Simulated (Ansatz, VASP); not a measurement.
Given: the input of a run of VASP 6.6.1 on KCl.

Contents of POSCAR:

```
KCl
1.0
    0.0000000000      3.1673081569      3.1673081569
    3.1673081569      0.0000000000      3.1673081569
    3.1673081569      3.1673081569      0.0000000000
K Cl
1 1
Direct
    0.0000000000      0.0000000000      0.0000000000
    0.5000000000      0.5000000000      0.5000000000
```

The input INCAR.step1:

```
SYSTEM = KCl
ALGO = Normal ; EDIFF = 1E-5
ENCUT = 520 ; GGA = PE
ISIF = 2 ; ISMEAR = -1
LASPH = .True. ; LCHARG = .False.
LREAL = .False. ; LWAVE = .True.
NBANDS = 15 ; NELM = 100
PREC = Accurate ; SIGMA = 0.05
```

INCAR.step2

```
SYSTEM = KCl
ALGO = Normal ; EDIFF = 1E-6
ENCUT = 520 ; GGA = PE
HFSCREEN = 0.2079 ; ISIF = 2
ISMEAR = -1 ; ISTART = 1
LASPH = .True. ; LCHARG = .False.
LHFCALC = .True. ; LREAL = .False.
LWAVE = .False. ; NBANDS = 15
NELM = 100 ; PREC = Accurate
PRECFOCK = Normal ; SIGMA = 0.05
```

KPOINTS

```
k-points
0
Gamma
  4 4 4
  0 0 0
```

Potentials or basis: VASP PAW PBE potentials, release 64 (K_sv, Cl).

Launch:

```sh
$ cat potpaw_PBE.64/K_sv/POTCAR potpaw_PBE.64/Cl/POTCAR > POTCAR
$ cp INCAR.step1 INCAR
$ mpirun -np 1 vasp_std > vasp.out
$ cp INCAR.step2 INCAR
$ mpirun -np 1 vasp_std > vasp.out
```

Problem. Translate it to Ansatz 0.2.0. Potentials there: Ansatz PAW.

Solution. As run (the cutoff follows the program's own potentials):

Contents of input:

```
crystal:
  lattice:
    - [0.0, 3.1673081569, 3.1673081569]
    - [3.1673081569, 0.0, 3.1673081569]
    - [3.1673081569, 3.1673081569, 0.0]
  atoms:
    - { symbol: K, position: [0.0, 0.0, 0.0] }
    - { symbol: Cl, position: [0.5, 0.5, 0.5] }
hamiltonian:
  xc: hse06
  pseudopotentials: { kind: paw }
kpoints:
  mp_grid: { grid: [4, 4, 4] }
scf:
  occupations: { method: fermi_dirac, width: 0.05 }
output:
  forces: true
  stress: true
  eigenvalues: true
```

Both were run:

|  | VASP | Ansatz | Ansatz less VASP |
| --- | --- | --- | --- |
| gap on the k mesh at the Fermi level (eV) | 6.42 | 6.43 | +0.004 |
| least direct gap on the mesh (eV) | 6.42 | 6.43 | +0.004 |
| pressure (GPa) | 0.1 | 0.1 | -0.02 |

With one functional, cell and mesh, what is left measures potentials, basis and numerics.

The k mesh is coarse, so the values compare programs but aren't converged.
